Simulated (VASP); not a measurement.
# BN (Fm-3m) in VASP: a series of runs

BN is run at these levels: r2SCAN; tasks: single point.

All numbers are computed with VASP 6.6.1; they aren't measurements. Logs are shortened: lines on timing, memory, paths and dates and some standing lists are left out, and cuts for length are marked.

## (1) The cell of the first run

It takes space group Fm-3m (No. 225, cubic). Conventional cell: a = 3.492 Å, b = 3.492 Å, c = 3.492 Å, α = 90.00°, β = 90.00°, γ = 90.00°. B (site symmetry m-3m) has 6 N at 1.75 Å within 2.3 Å. N (site symmetry m-3m) has 6 B at 1.75 Å within 2.3 Å.

## (2) Single point, r2SCAN

Contents of POSCAR:

```
BN
1.0
    0.0000000000      1.7458259350      1.7458259350
    1.7458259350      0.0000000000      1.7458259350
    1.7458259350      1.7458259350      0.0000000000
B N
1 1
Direct
    0.0000000000      0.0000000000      0.0000000000
    0.5000000000      0.5000000000      0.5000000000
```

Contents of INCAR.step1:

```
SYSTEM = BN
ALGO     = Normal         ! electronic algorithm
EDIFF    = 1E-4           ! SCF threshold, eV
ENCUT    = 520            ! plane-wave cutoff, eV
GGA      = PE             ! functional
ISMEAR   = -1             ! smearing method
LASPH    = .True.         ! aspherical terms in the spheres
LCHARG   = .False.        ! write CHGCAR
LREAL    = .False.        ! projectors in reciprocal space
LWAVE    = .True.         ! write WAVECAR
NBANDS   = 11             ! bands
NELM     = 60             ! most SCF steps
PREC     = Accurate       ! precision mode
SIGMA    = 0.05           ! smearing width, eV
```

Contents of INCAR.step2:

```
SYSTEM = BN
ALGO     = Normal         ! electronic algorithm
EDIFF    = 1E-6           ! SCF threshold, eV
ENCUT    = 520            ! plane-wave cutoff, eV
ISIF     = 2              ! what is computed and relaxed
ISMEAR   = -1             ! smearing method
ISTART   = 1            
LASPH    = .True.         ! aspherical terms in the spheres
LCHARG   = .False.        ! write CHGCAR
LMIXTAU  = .True.       
LREAL    = .False.        ! projectors in reciprocal space
LWAVE    = .False.        ! write WAVECAR
METAGGA  = R2SCAN         ! meta-GGA
NBANDS   = 11             ! bands
NELM     = 60             ! most SCF steps
PREC     = Accurate       ! precision mode
SIGMA    = 0.05           ! smearing width, eV
```

Contents of KPOINTS:

```
k-points
0
Gamma
  8 8 8
  0 0 0
```

Potentials or basis: VASP PAW PBE potentials, release 64 (B, N).

Command:

```bash
cat potpaw_PBE.64/B/POTCAR potpaw_PBE.64/N/POTCAR > POTCAR
cp INCAR.step1 INCAR
mpirun -np 1 vasp_std > vasp.out
cp INCAR.step2 INCAR
mpirun -np 1 vasp_std > vasp.out
```

OUTCAR:

```text
SYSTEM = BN
   EDIFF = 1E-6
   ENCUT = 520
   ISIF = 2
   ISMEAR = -1
   ISTART = 1
   LASPH = .True.
   LREAL = .False.
   METAGGA = R2SCAN
   NELM = 60
   PREC = Accurate

 ion  position               nearest neighbor table
   1  0.000  0.000  0.000-   2 1.75   2 1.75   2 1.75   2 1.75   2 1.75   2 1.75
   2  0.500  0.500  0.500-   1 1.75   1 1.75   1 1.75   1 1.75   1 1.75   1 1.75

  LATTYP: Found a face centered cubic cell.
 ALAT       =     3.4916518700

  Lattice vectors:

 A1 = (   0.0000000000,   1.7458259350,   1.7458259350)
 A2 = (   1.7458259350,   0.0000000000,   1.7458259350)
 A3 = (   1.7458259350,   1.7458259350,   0.0000000000)

Analysis of symmetry for initial positions (statically):
=====================================================================
 Subroutine PRICEL returns:
 Original cell was already a primitive cell.

 Routine SETGRP: Setting up the symmetry group for a
 face centered cubic supercell.

 Subroutine GETGRP returns: Found 48 space group operations
 (whereof 48 operations were pure point group operations)
 out of a pool of 48 trial point group operations.

The static configuration has the point symmetry O_h .

Analysis of symmetry for dynamics (positions and initial velocities):
=====================================================================
 Subroutine PRICEL returns:
 Original cell was already a primitive cell.

 Routine SETGRP: Setting up the symmetry group for a
 face centered cubic supercell.

 Subroutine GETGRP returns: Found 48 space group operations
 (whereof 48 operations were pure point group operations)
 out of a pool of 48 trial point group operations.

The dynamic configuration has the point symmetry O_h .

 Subroutine INISYM returns: Found 48 space group operations
 (whereof 48 operations are pure point group operations),
 and found     1 'primitive' translations

----------------------------------------------------------------------------------------

                                     Primitive cell

  volume of cell :      10.6422

  direct lattice vectors                    reciprocal lattice vectors
     0.000000000  1.745825935  1.745825935    -0.286397395  0.286397395  0.286397395
     1.745825935  0.000000000  1.745825935     0.286397395 -0.286397395  0.286397395
     1.745825935  1.745825935  0.000000000     0.286397395  0.286397395 -0.286397395

  length of vectors
     2.468970715  2.468970715  2.468970715     0.496054839  0.496054839  0.496054839

  position of ions in fractional coordinates (direct lattice)
     0.000000000  0.000000000  0.000000000
     0.500000000  0.500000000  0.500000000

  ion indices of the primitive-cell ions
   primitive index   ion index
                 1           1
                 2           2

----------------------------------------------------------------------------------------

 KPOINTS: k-points

Automatic generation of k-mesh.
 Grid dimensions read from file:
 generate k-points for:    8    8    8

 Generating k-lattice:

  Cartesian coordinates                     Fractional coordinates (reciprocal lattice)
    -0.035799674  0.035799674  0.035799674     0.125000000  0.000000000  0.000000000
     0.035799674 -0.035799674  0.035799674     0.000000000  0.125000000  0.000000000
     0.035799674  0.035799674 -0.035799674     0.000000000  0.000000000  0.125000000

  Length of vectors
     0.062006855  0.062006855  0.062006855

  Shift w.r.t. Gamma in fractional coordinates (k-lattice)
     0.000000000  0.000000000  0.000000000

 Subroutine IBZKPT returns following result:
 ===========================================

 Found     29 irreducible k-points:

 Following reciprocal coordinates:
            Coordinates               Weight
  0.000000  0.000000  0.000000      1.000000
  0.125000  0.000000  0.000000      8.000000
  0.250000  0.000000  0.000000      8.000000
  0.375000  0.000000  0.000000      8.000000
  0.500000  0.000000  0.000000      4.000000
  0.125000  0.125000  0.000000      6.000000
[... 16 lines left out ...]
  0.500000  0.250000  0.125000     48.000000
 -0.375000  0.250000  0.125000     24.000000
 [... further k-points ...]
   k-points           NKPTS =     29   k-points in BZ     NKDIM =     29   number of bands    NBANDS=     11
   number of dos      NEDOS =    301   number of ions     NIONS =      2
   total plane-waves  NPLWV =   5832
   dimension x,y,z NGX =    18 NGY =   18 NGZ =   18
   dimension x,y,z NGXF=    36 NGYF=   36 NGZF=   36
   ions per type =               1   1
   NGX,Y,Z   is equivalent  to a cutoff of  12.12, 12.12, 12.12 a.u.
   NGXF,Y,Z  is equivalent  to a cutoff of  24.24, 24.24, 24.24 a.u.
 SYSTEM =  BN
   PREC   = accura    normal or accurate (medium, high low for compatibility)
   ISTART =      1    job   : 0-new  1-cont  2-samecut
   ICHARG =      0    charge: 1-file 2-atom 10-const
   ISPIN  =      1    spin polarized calculation?
   LNONCOLLINEAR =      F non collinear calculations
   LSORBIT =      F    spin-orbit coupling
   LASPH  =      T    aspherical Exc in radial PAW
   ENCUT  =  520.0 eV  38.22 Ry    6.18 a.u.   4.59  4.59  4.59*2*pi/ulx,y,z
   NELM   =     60;   NELMIN=  2; NELMDL=  0     # of ELM steps
   EDIFF  = 0.1E-05   stopping-criterion for ELM
   LREAL  =      F    real-space projection
   EDIFFG = 0.1E-04   stopping-criterion for IOM
   NSW    =      0    number of steps for IOM
   IBRION =     -1    ionic relax: 0-MD 1-quasi-New 2-CG
   NFREE  =      0    steps in history (QN), initial steepest desc. (CG)
   ISIF   =      2    stress and relaxation
   ISYM   =      2    0-nonsym 1-usesym 2-fastsym
   POTIM  = 0.5000    time-step for ionic-motion
   TEBEG  =    0.0;   TEEND  =   0.0 temperature during run
   PSTRESS=    0.0 pullay stress
   NELECT =       8.0000    total number of electrons
   NUPDOWN=      -1.0000    fix difference up-down
   EMIN   =  10.00;   EMAX   =-10.00  energy-range for DOS
   EFERMI =   0.00;   METHOD = LEGACY
   ISMEAR =    -1;   SIGMA  =   0.05  broadening in eV -4-tet -1-fermi 0-gaus
   EFERMI_NEDOS =   21; number of points for ismear=-14 and -15
   IALGO  =     38    algorithm
   IMIX   =      4    mixing-type and parameters
     AMIX     =   0.40;   BMIX     =  1.00
     AMIX_MAG =   1.60;   BMIX_MAG =  1.00
  volume/ion in A,a.u.               =       5.32        35.91
  Fermi-wavevector in a.u.,A,eV,Ry     =   1.488540  2.812933 30.147133  2.215752
  Thomas-Fermi vector in A             =   2.601562
   LORBIT       =      0    0 simple, 1 ext, 2 COOP (PROOUT), +10 PAW based schemes
   METAGGA = R2SCAN    functional components
   LHFCALC =     F    Hartree Fock is set to
   AEXX    =    0.0000 exact exchange contribution
   IVDW    =     0    specifies the selected vdW correction
   LEPSILON=     F    determine dielectric tensor
   LRPA    =     F    only Hartree local field effects (RPA)
 non-spin polarized calculation
  energy-cutoff  :      520.00
  volume of cell :       10.64
 maximum number of plane-waves:       302
   NGX =  9   NGY =  9   NGZ =  9

 number of electron       7.9999998 magnetization

 Free energy of the ion-electron system (eV)
  ---------------------------------------------------
  ext. energy  EPLUGINS =         0.00000000
  ---------------------------------------------------
  free energy    TOTEN  =       -15.42666390 eV

  energy without entropy =      -15.42666388  energy(sigma->0) =      -15.42666389

 E-fermi :  11.0214     XC(G=0): -14.7033

 val. band max:       10.2244163713   @ k =  -0.2500   0.1250   0.0000
 cond. band min:      11.7048599964   @ k =   0.5000   0.5000   0.0000
 fundamental gap:      1.4804436251
 Fermi energy:        11.0214354223

 k-point     1 :       0.0000    0.0000    0.0000
  band No.  band energies     occupation
      1     -13.3423      2.00000
      2       9.4529      2.00000
      3       9.4529      2.00000
      4       9.4529      2.00000
      5      20.1950      0.00000
      6      23.5284      0.00000
      7      23.5286      0.00000
      8      23.5286      0.00000
      9      29.7683      0.00000
     10      29.7683      0.00000
     11      29.7683      0.00000

 k-point     2 :       0.1250    0.0000    0.0000
  band No.  band energies     occupation
      1     -12.8841      2.00000
      2       7.5674      2.00000
      3       9.4164      2.00000
      4       9.4164      2.00000
      5      20.5834      0.00000
      6      22.0065      0.00000
      7      22.0066      0.00000
      8      23.2703      0.00000
      9      29.1447      0.00000
     10      30.9222      0.00000
     11      30.9222      0.00000

 k-point     3 :       0.2500    0.0000    0.0000
  band No.  band energies     occupation
      1     -11.5418      2.00000
      2       3.5810      2.00000
      3       9.4059      2.00000
      4       9.4059      2.00000
      5      19.2464      0.00000
      6      19.2464      0.00000
      7      19.7616      0.00000
      8      24.0367      0.00000
      9      30.0272      0.00000
     10      34.0829      0.00000
     11      34.0829      0.00000

 k-point     4 :       0.3750    0.0000    0.0000
  band No.  band energies     occupation
      1      -9.4983      2.00000
      2      -0.5240      2.00000
      3       9.5304      2.00000
      4       9.5304      2.00000
      5      17.0146      0.00000
      6      17.0147      0.00000
      7      18.6951      0.00000
      8      24.8237      0.00000
      9      32.6059      0.00000
     10      38.8536      0.00000
     11      38.8536      0.00000
[... 239 lines left out ...]
 k-point    22 :       0.3750    0.2500    0.1250
  band No.  band energies     occupation
      1     -10.3490      2.00000
      2       3.7473      2.00000
      3       5.2435      2.00000
      4       8.6921      2.00000
      5      15.6277      0.00000
      6      20.6734      0.00000
      7      23.6038      0.00000
      8      23.9852      0.00000
      9      26.9034      0.00000
     10      37.4360      0.00000
     11      40.8509      0.00000

 k-point    23 :       0.5000    0.2500    0.1250
  band No.  band energies     occupation
      1      -8.3406      2.00000
      2       0.4203      2.00000
      3       4.4992      2.00000
      4       7.4593      2.00000
      5      16.0659      0.00000
      6      18.9523      0.00000
      7      23.1317      0.00000
      8      25.5504      0.00000
      9      29.3214      0.00000
     10      38.9809      0.00000
     11      40.9688      0.00000

 k-point    24 :      -0.3750    0.2500    0.1250
  band No.  band energies     occupation
      1      -6.8586      2.00000
      2      -1.7156      2.00000
      3       4.5906      2.00000
      4       6.6721      2.00000
      5      16.9709      0.00000
      6      17.7015      0.00000
      7      22.8429      0.00000
      8      26.2202      0.00000
      9      32.7582      0.00000
     10      34.5781      0.00000
     11      44.7056      0.00000

 [... further k-points ...]
[... 5 lines left out ...]
  --------------------------------------------------------------------------------------
  -------------------------------------------------------------------------------------
  Total        0.0254235      0.0254235      0.0254235      0.0000000      0.0000000      0.0000000
  in kB        3.8274757      3.8274757      3.8274757      0.0000000      0.0000000      0.0000000
  external PRESSURE =       3.8274757 kB  Pullay stress =       0.0000000 kB

 VOLUME and BASIS-vectors are now :
 -----------------------------------------------------------------------------
  energy-cutoff  :      520.00
  volume of cell :       10.64
      direct lattice vectors                 reciprocal lattice vectors
     0.000000000  1.745825935  1.745825935    -0.286397395  0.286397395  0.286397395
     1.745825935  0.000000000  1.745825935     0.286397395 -0.286397395  0.286397395
     1.745825935  1.745825935  0.000000000     0.286397395  0.286397395 -0.286397395

 POSITION                                       TOTAL-FORCE (eV/Angst)
 -----------------------------------------------------------------------------------
      0.00000      0.00000      0.00000         0.000000      0.000000      0.000000
      1.74583      1.74583      1.74583         0.000000      0.000000      0.000000
 -----------------------------------------------------------------------------------
    total drift:                               -0.000000     -0.000000     -0.000000

  FREE ENERGIE OF THE ION-ELECTRON SYSTEM (eV)
  ---------------------------------------------------
  free  energy   TOTEN  =       -15.4266638967 eV

  energy  without entropy=      -15.4266638751  energy(sigma->0) =      -15.42666389
```

Run time: 14 s. Hardware: 1 thread of Intel Xeon 6975P-C, shared host; peak memory 0.11 GiB.

What came out:

```
Free energy            : -15.4267 eV
Pressure               : 0.4 GPa
Band gap on the k mesh : 1.48 eV, indirect (least direct gap 6.51 eV)
```

Caveat: the PAW data sets were made with another functional, which shifts forces and pressure a little. A k mesh can miss the band edges.

## (3) Single point, r2SCAN

POSCAR is that of step 2.

Contents of INCAR.step1:

```
SYSTEM = BN
ALGO = Normal
EDIFF = 1E-4
ENCUT = 520
GGA = PE
ISMEAR = 1
LASPH = .True.
LCHARG = .False.
LREAL = .False.
LWAVE = .True.
NBANDS = 11
NELM = 100
PREC = Accurate
SIGMA = 0.001
```

Contents of INCAR.step2:

```
SYSTEM = BN
ALGO = Normal
EDIFF = 1E-6
ENCUT = 520
ISIF = 2
ISMEAR = 1
ISTART = 1
LASPH = .True.
LCHARG = .True.
LELF = .True.
LMIXTAU = .True.
LREAL = .False.
LVHAR = .True.
LWAVE = .False.
METAGGA = R2SCAN
NBANDS = 11
NELM = 100
PREC = Accurate
SIGMA = 0.001
```

KPOINTS is that of step 2.

Potentials or basis: VASP PAW PBE potentials, release 64 (B, N).

Command:

```bash
cat potpaw_PBE.64/B/POTCAR potpaw_PBE.64/N/POTCAR > POTCAR
cp INCAR.step1 INCAR
mpirun -np 1 vasp_std > vasp.out
cp INCAR.step2 INCAR
mpirun -np 1 vasp_std > vasp.out
```

It used 8.8 s of CPU time on 1 thread of Intel Xeon 6975P-C, with other jobs on the host.

Results (log left out):

```
Free energy            : -15.4267 eV
Pressure               : 0.4 GPa
Band gap on the k mesh : 1.48 eV, indirect (least direct gap 6.51 eV)
```

Levels at points of the mesh, in eV from the valence-band top:
| k point | band 1 | band 2 | band 3 | band 4 | band 5 | band 6 | band 7 | band 8 |
| --- | --- | --- | --- | --- | --- | --- | --- | --- |
| (0.00, 0.00, 0.00) | -23.57 | -0.77 | -0.77 | -0.77 | 9.97 | 13.30 | 13.30 | 13.30 |
| (0.50, 0.00, 0.00) | -18.20 | -13.02 | -0.59 | -0.59 | 5.92 | 5.92 | 8.08 | 14.84 |
| (0.50, 0.50, 0.00) | -15.36 | -12.19 | -5.76 | -5.76 | 1.48 | 9.74 | 16.02 | 16.02 |

Caveat: the PAW data sets were made with another functional, which shifts forces and pressure a little. r2SCAN opens gaps a little over a GGA but as a rule still falls short of measured ones.
